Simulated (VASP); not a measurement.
NaI:

```
Na I
1.0
     4.04054    0.00000    0.00000
     0.00000    4.04054    0.00000
     0.00000    0.00000    4.04054
Na I
1 1
Direct
  0.00000 0.00000 0.00000
  0.50000 0.50000 0.50000
```

Base run:

```yaml
Program: VASP 6.6.1
Functional: PBE
Potentials_or_basis: VASP PAW PBE potentials, release 64 (Na_pv, I)
Cutoff: 520 eV
k_mesh: 4 × 4 × 4
Occupations: gaussian, width 0.01 eV
Spin: no spin polarisation
```

Its results: band gap on the k mesh 2.29 eV (least direct gap 2.78 eV); pressure 0.5 GPa.

**Question.** The run is repeated on the same cell with these changes: functional from PBE to PBE0. What comes out?

**Answer.** Band gap on the k mesh 3.92 eV (least direct gap 4.39 eV); pressure 0.1 GPa.

Caveats: the structure was generated, so it needn't be the stable form of NaI; spin-orbit coupling is left out, which moves the levels of the heavy elements; the PAW data sets were made with another functional, which shifts forces and pressure a little (at least some runs).

A k mesh can miss the band edges.
